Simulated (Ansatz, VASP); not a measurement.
# Two plane-wave programs on Ru

```
Ru
1.0
     2.70580    0.00000    0.00000
    -1.35290    2.34329    0.00000
     0.00000    0.00000    4.28190
Ru
2
Direct
  0.66667 0.33333 0.75000
  0.33333 0.66667 0.25000
```

Alike in both runs: task single point; functional B3LYP5; k mesh 6 × 6 × 3; occupations fermi-dirac, width 0.05 eV; no spin polarisation.

|  | VASP | Ansatz |
| --- | --- | --- |
| version | VASP 6.6.1 | Ansatz 0.2.0 |
| potentials or method | VASP PAW PBE potentials, release 64 (Ru_pv) | Ansatz PAW |
| plane-wave cutoff (eV) | 520 | 420 |
| valence electrons in the cell | 28 | 32 |

Ansatz gave:

| Item | Value |
| --- | --- |
| gap on the k mesh at the Fermi level (eV) | none |
| pressure (GPa) | 6.3 |
| traceless stress, the component that is largest in VASP (GPa) | -5.94 |

What did VASP give for the same quantities?

gap on the k mesh at the Fermi level (eV): none; pressure (GPa): 7.3; traceless stress, the component that is largest in VASP (GPa): -5.63.

VASP's potentials were made for PBE, not for B3LYP5. A gap of «none» marks a metal or a gap that the smearing closes. The functional is the same, so the differences come from potentials, cutoffs and numerics. VASP's potentials hold 28 valence electrons a cell and Ansatz's 32, so a difference there can come from the potentials and not from the codes.

The k mesh is coarse, so the values compare programs but aren't converged.
